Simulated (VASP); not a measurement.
# Zr (I4/mmm) in VASP: single point with PBE

Aim: the single point of Zr with PBE.

All numbers are computed with VASP 6.6.1; they aren't measurements. Logs are shortened: lines on timing, memory, paths and dates and some standing lists are left out, and cuts for length are marked.

## Step 1: The cell of the first run

The structure is tetragonal, space group I4/mmm (No. 139). Conventional cell: a = 3.238 Å, b = 3.238 Å, c = 4.375 Å, α = 90.00°, β = 90.00°, γ = 90.00°. Zr (site symmetry 4/mmm) has 12 Zr at 3.17 to 3.24 Å within 4.2 Å.

## Step 2: Single point, PBE (z stretched by -3 % at fixed volume)

Input file INCAR:

```
SYSTEM = Zr
ALGO = Normal
EDIFF = 1E-7
ENCUT = 520
GGA = PE
ISIF = 2
ISMEAR = -1
LASPH = .True.
LCHARG = .False.
LREAL = .False.
LWAVE = .False.
NBANDS = 12
NELM = 60
PREC = Accurate
SIGMA = 0.05
```

Input file KPOINTS:

```
k-points
0
Gamma
  13 13 13
  0 0 0
```

Input file POSCAR:

```
Zr
1.0
    0.0000000000      2.2896056023      2.1873500000
    2.2896056023      0.0000000000      2.1873500000
    2.2896056023      2.2896056023      0.0000000000
Zr
1
Direct
    0.0000000000      0.0000000000      0.0000000000
```

Potentials or basis: VASP PAW PBE potentials, release 64 (Zr_sv).

Command:

```sh
> cat potpaw_PBE.64/Zr_sv/POTCAR > POTCAR
> mpirun -np 1 vasp_std > vasp.out
```

OUTCAR:

```text
SYSTEM = Zr
   EDIFF = 1E-7
   ENCUT = 520
   GGA = PE
   ISIF = 2
   ISMEAR = -1
   LASPH = .True.
   LREAL = .False.
   NELM = 60
   PREC = Accurate

 ion  position               nearest neighbor table
   1  0.000  0.000  0.000-

  LATTYP: Found a body centered tetragonal cell.
 ALAT       =     3.2379912953
 C/A-ratio  =     1.3510536629

  Lattice vectors:

 A1 = (   0.0000000000,  -2.2896056023,  -2.1873500000)
 A2 = (   0.0000000000,   2.2896056023,  -2.1873500000)
 A3 = (   2.2896056023,   0.0000000000,   2.1873500000)

Analysis of symmetry for initial positions (statically):
=====================================================================
 Subroutine PRICEL returns:
 Original cell was already a primitive cell.

 Routine SETGRP: Setting up the symmetry group for a
 body centered tetragonal supercell.

 Subroutine GETGRP returns: Found 16 space group operations
 (whereof 16 operations were pure point group operations)
 out of a pool of 16 trial point group operations.

The static configuration has the point symmetry D_4h.

Analysis of symmetry for dynamics (positions and initial velocities):
=====================================================================
 Subroutine PRICEL returns:
 Original cell was already a primitive cell.

 Routine SETGRP: Setting up the symmetry group for a
 body centered tetragonal supercell.

 Subroutine GETGRP returns: Found 16 space group operations
 (whereof 16 operations were pure point group operations)
 out of a pool of 16 trial point group operations.

The dynamic configuration has the point symmetry D_4h.

 Subroutine INISYM returns: Found 16 space group operations
 (whereof 16 operations are pure point group operations),
 and found     1 'primitive' translations

----------------------------------------------------------------------------------------

                                     Primitive cell

  volume of cell :      22.9335

  direct lattice vectors                    reciprocal lattice vectors
     0.000000000  2.289605602  2.187350000    -0.218378222  0.218378222  0.228587103
     2.289605602  0.000000000  2.187350000     0.218378222 -0.218378222  0.228587103
     2.289605602  2.289605602  0.000000000     0.218378222  0.218378222 -0.228587103

  length of vectors
     3.166511304  3.166511304  3.237991295     0.384226703  0.384226703  0.384226703

  position of ions in fractional coordinates (direct lattice)
     0.000000000  0.000000000  0.000000000

  ion indices of the primitive-cell ions
   primitive index   ion index
                 1           1

[... 74 lines left out ...]
   NSW    =      0    number of steps for IOM
   IBRION =     -1    ionic relax: 0-MD 1-quasi-New 2-CG
   NFREE  =      0    steps in history (QN), initial steepest desc. (CG)
   ISIF   =      2    stress and relaxation
   ISYM   =      2    0-nonsym 1-usesym 2-fastsym
   POTIM  = 0.5000    time-step for ionic-motion
   TEBEG  =    0.0;   TEEND  =   0.0 temperature during run
   PSTRESS=    0.0 pullay stress
   NELECT =      12.0000    total number of electrons
   NUPDOWN=      -1.0000    fix difference up-down
   EMIN   =  10.00;   EMAX   =-10.00  energy-range for DOS
   EFERMI =   0.00;   METHOD = LEGACY
   ISMEAR =    -1;   SIGMA  =   0.05  broadening in eV -4-tet -1-fermi 0-gaus
   EFERMI_NEDOS =   21; number of points for ismear=-14 and -15
   IALGO  =     38    algorithm
   IMIX   =      4    mixing-type and parameters
     AMIX     =   0.40;   BMIX     =  1.00
     AMIX_MAG =   1.60;   BMIX_MAG =  1.00
  volume/ion in A,a.u.               =      22.93       154.76
  Fermi-wavevector in a.u.,A,eV,Ry     =   1.319204  2.492935 23.678216  1.740300
  Thomas-Fermi vector in A             =   2.449119
   LORBIT       =      0    0 simple, 1 ext, 2 COOP (PROOUT), +10 PAW based schemes
   GGA     = PE    functional components
[... 5 lines left out ...]
 non-spin polarized calculation
  energy-cutoff  :      520.00
  volume of cell :       22.93
 maximum number of plane-waves:       630
   NGX = 11   NGY = 11   NGZ = 13

 number of electron      12.0000000 magnetization

 Free energy of the ion-electron system (eV)
  ---------------------------------------------------
  ext. energy  EPLUGINS =         0.00000000
  ---------------------------------------------------
  free energy    TOTEN  =        -8.48191963 eV

  energy without entropy =       -8.46847282  energy(sigma->0) =       -8.47519623

 E-fermi :   9.0457     XC(G=0): -11.1510

 val. band max:        9.0329988269   @ k =  -0.2308   0.0769   0.2308
 cond. band min:       9.0459090730   @ k =  -0.1538   0.3077   0.1538
 fundamental gap:      0.0129102461
 Fermi energy:         9.0457331928

 k-point     1 :       0.0000    0.0000    0.0000
  band No.  band energies     occupation
      1     -39.6249      2.00000
      2     -17.1219      2.00000
      3     -17.1219      2.00000
      4     -17.1149      2.00000
      5       3.4792      2.00000
      6       9.8979      0.00000
      7       9.8979      0.00000
      8      10.3569      0.00000
      9      12.1605      0.00000
     10      12.7934      0.00000
     11      19.6088      0.00000
     12      23.4250      0.00000
[... 331 lines left out ...]
 k-point    24 :       0.4615    0.1538    0.0000
  band No.  band energies     occupation
      1     -39.4670      2.00000
      2     -18.0152      2.00000
      3     -17.3391      2.00000
      4     -17.3383      2.00000
      5       6.6187      2.00000
      6       8.7264      1.99664
      7       9.7937      0.00000
      8      10.3492      0.00000
      9      14.3319      0.00000
     10      14.4929      0.00000
     11      18.9004      0.00000
     12      21.3750      0.00000

 [... further k-points ...]

------------------------ aborting loop because EDIFF is reached ----------------------------------------

  FORCE on cell =-STRESS in cart. coord.  units (eV):
  Direction    XX          YY          ZZ          XY          YZ          ZX
  --------------------------------------------------------------------------------------
  -------------------------------------------------------------------------------------
  Total        0.1065244      0.1065244      0.2550984      0.0000000     -0.0000000     -0.0000000
  in kB        7.4420070      7.4420070     17.8216827      0.0000000     -0.0000000     -0.0000000
  external PRESSURE =      10.9018989 kB  Pullay stress =       0.0000000 kB

 VOLUME and BASIS-vectors are now :
 -----------------------------------------------------------------------------
  energy-cutoff  :      520.00
  volume of cell :       22.93
      direct lattice vectors                 reciprocal lattice vectors
     0.000000000  2.289605602  2.187350000    -0.218378222  0.218378222  0.228587103
     2.289605602  0.000000000  2.187350000     0.218378222 -0.218378222  0.228587103
     2.289605602  2.289605602  0.000000000     0.218378222  0.218378222 -0.228587103

 POSITION                                       TOTAL-FORCE (eV/Angst)
 -----------------------------------------------------------------------------------
      0.00000      0.00000      0.00000         0.000000      0.000000      0.000000
 -----------------------------------------------------------------------------------
    total drift:                                0.000000      0.000000      0.000000

  FREE ENERGIE OF THE ION-ELECTRON SYSTEM (eV)
  ---------------------------------------------------
  free  energy   TOTEN  =        -8.4819196349 eV

  energy  without entropy=       -8.4684728156  energy(sigma->0) =       -8.47519623
```

Run time: 39 s. Hardware: 1 thread of Intel Xeon 8259CL, shared host; peak memory 0.18 GiB.

Results:

```
Free energy            : -8.4819 eV
Pressure               : 1.1 GPa
Band gap on the k mesh : zero (bands 6 and 7 overlap by 1.58 eV)
```

Stress tensor (GPa, compression positive):
```
0.74 0.00 0.00
0.00 0.74 0.00
0.00 0.00 1.78
```
